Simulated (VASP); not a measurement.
Input of a VASP 6.6.1 run:

File INCAR:

```
SYSTEM = Si
PREC = Accurate
ENCUT = 520
EDIFF = 1E-6
ISMEAR = 0
SIGMA = 0.05
LREAL = .False.
LASPH = .True.
NELM = 60
ALGO = Normal
ISIF = 2
LWAVE = .False.
LCHARG = .False.
GGA = PE
NBANDS = 26
```

Contents of KPOINTS:

```
regular mesh
0
Gamma
  10 10 3
  0 0 0
```

The input POSCAR:

```
Si
1.0
   -3.8510822046      0.0000000000      0.0000000000
   -1.9255411023     -3.3351350213      0.0000000000
   -1.4441558267     -0.8337837553     12.7293621948
Si
8
Direct
    0.1067168242      0.1067168242      0.9064660365
    0.2317168242      0.2317168242      0.4064660365
    0.6275501575      0.6275501575      0.1564660365
    0.5025501575      0.5025501575      0.6564660365
    0.3099498425      0.3099498425      0.0935339635
    0.1849498425      0.1849498425      0.5935339635
    0.5807831758      0.5807831758      0.3435339635
    0.4557831758      0.4557831758      0.8435339635
```

Potentials or basis: VASP PAW PBE potentials, release 64 (Si).

Command:

```bash
$ cat potpaw_PBE.64/Si/POTCAR > POTCAR
$ mpirun -np 1 vasp_std > vasp.out
```

(1) Estimate the band gap on the k mesh.

(2) What does it give for the largest force?

Results:

(1) zero (bands 16 and 17 overlap by 0.57 eV).

(2) 1.204 eV/Å.

Caveat: semilocal functionals underestimate gaps, so a narrow gap can read as zero; forces of over 1 eV/Å act on the atoms, so gaps and moduli don't describe the material at rest.
